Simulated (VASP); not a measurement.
Crystal: AlNi3.

```
CELL_PARAMETERS angstrom
0.00000 2.76402 2.76402
2.76402 0.00000 2.76402
2.76402 2.76402 0.00000
ATOMIC_POSITIONS crystal
Ni 0.75000 0.75000 0.75000
Ni 0.00000 0.00000 0.00000
Ni 0.25000 0.25000 0.25000
Al 0.50000 0.50000 0.50000
```

Base run:

| Item | Value |
| --- | --- |
| Program | VASP 6.6.1 |
| Functional | PBEsol |
| Potentials or basis | VASP PAW PBE potentials, release 64 (Ni, Al) |
| Cutoff | 520 eV |
| k mesh | 8 × 8 × 8 |
| Occupations | fermi-dirac, width 0.05 eV |
| Spin | collinear spin, ferromagnetic start |
| Starting moments | [1.0, 1.0, 1.0, 0.0] μB |

Its results: pressure 8.2 GPa; net moment 0.00 μB per cell.

**Question.** The run is repeated on the same cell with these changes: functional from PBEsol to r2SCAN. What comes out?

**Answer.** Pressure 9.1 GPa; net moment 0.00 μB per cell.

Caveats: the PAW data sets were made with another functional, which shifts forces and pressure a little.
